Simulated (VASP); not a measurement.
Input of a VASP 6.6.1 run:

INCAR

```
SYSTEM = Na
PREC = Accurate
ENCUT = 520
EDIFF = 1E-6
ISMEAR = 0
SIGMA = 0.15
LREAL = .False.
LASPH = .True.
NELM = 100
ALGO = Fast
ISIF = 2
LWAVE = .False.
LCHARG = .True.
GGA = PE
LELF = .True.
LVHAR = .True.
NBANDS = 10
```

KPOINTS

```
regular mesh
0
Gamma
  16 16 16
  0 0 0
```

POSCAR

```
Na
1.0
   -2.1175000000      2.1175000000      2.0539750000
    2.1175000000     -2.1175000000      2.0539750000
    2.1175000000      2.1175000000     -2.0539750000
Na
1
Direct
    0.0000000000      0.0000000000      0.0000000000
```

Potentials or basis: VASP PAW PBE potentials, release 64 (Na_pv).

Run with:

```sh
$ cat potpaw_PBE.64/Na_pv/POTCAR > POTCAR
$ mpirun -np 1 vasp_std > vasp.out
```

Estimate the pressure.

-0.1 GPa.

Caveat: the cell differs from its parent crystal (strain +0.000 along x and y, -0.030 along z).
